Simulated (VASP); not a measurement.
Input of a VASP 6.6.1 run:

File INCAR:

```
SYSTEM = Si3N4
  PREC = Accurate
  ENCUT = 520
  EDIFF = 1E-6
  ISMEAR = -1
  SIGMA = 0.02
  LREAL = .False.
  LASPH = .True.
  NELM = 60
  ALGO = Normal
  ISIF = 2
  LWAVE = .False.
  LCHARG = .False.
  GGA = PE
  NBANDS = 45
```

File KPOINTS:

```
Automatic mesh
0
Gamma
  6 6 8
  0 0 0
```

Contents of POSCAR:

```
Si3N4
1.0
    7.6056640558      0.0000000000      0.0000000000
   -3.8028320279      6.5866982850      0.0000000000
    0.0000000000      0.0000000000      2.9056464664
Si N
6 8
Direct
    0.2306108591      0.8245677903      0.7500000000
    0.4060430687      0.2306108591      0.2500000000
    0.8245677903      0.5939569313      0.2500000000
    0.1754322097      0.4060430687      0.7500000000
    0.5939569313      0.7693891409      0.7500000000
    0.7693891409      0.1754322097      0.2500000000
    0.3333333333      0.6666666667      0.7500000000
    0.6666666667      0.3333333333      0.2500000000
    0.9687373408      0.6696818164      0.7500000000
    0.2990555244      0.9687373408      0.2500000000
    0.6696818164      0.7009444756      0.2500000000
    0.3303181836      0.2990555244      0.7500000000
    0.0312626592      0.3303181836      0.2500000000
    0.7009444756      0.0312626592      0.7500000000
```

Potentials or basis: VASP PAW PBE potentials, release 64 (Si, N).

Command:

```sh
$ cat potpaw_PBE.64/Si/POTCAR potpaw_PBE.64/N/POTCAR > POTCAR
$ mpirun -np 1 vasp_std > vasp.out
```

Task: Estimate the pressure.

Result: 5.4 GPa.

Task: Estimate the largest force.

Result: 0.042 eV/Å.

Stress tensor (GPa, compression positive):
```
5.31 0.00 0.00
0.00 5.31 0.00
0.00 0.00 5.48
```
